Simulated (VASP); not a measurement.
Runs of VASP 6.6.1 on Zr. The structure is that of space group Fm-3m (No. 225), or close to it. The cells are those of the table. 

```csv
cell,gap on the mesh (eV),pressure (GPa)
"a = 3.142, b = 3.142, c = 3.093 Å, angles 60.5, 60.5, 59.0°, 1 atom",none,0.0
"a = 3.190, b = 3.190, c = 3.093 Å, angles 61.0, 61.0, 58.0°, 1 atom",none,-3.0
"a = 3.093 Å, angles 60.0°, 1 atom",none,(b)
"a = 3.237, b = 3.237, c = 3.189 Å, angles 60.5, 60.5, 59.0°, 1 atom",none,-7.9
"a = 3.237, b = 3.237, c = 3.285 Å, angles 59.5, 59.5, 61.0°, 1 atom",none,-10.0
"a = 3.142, b = 3.142, c = 3.189 Å, angles 59.5, 59.5, 61.0°, 1 atom",none,(a)
```

Alike in all rows: task single point; level LDA; potentials or basis VASP PAW LDA potentials, release 64 (Zr_sv); no spin polarisation; k mesh 18 × 18 × 18; cutoff (eV) 520; smearing gaussian 0.15 eV.

Q: Fill in the values left out.

A: (a) -2.9; (b) 3.3.

Caveats: the cell stands under tension (at least some runs); the cell stands under pressure (at least some runs).

A k mesh can miss the band edges, and the runs leave out spin-orbit coupling on Zr.

A gap of «none» marks levels without a gap at the run's occupations.
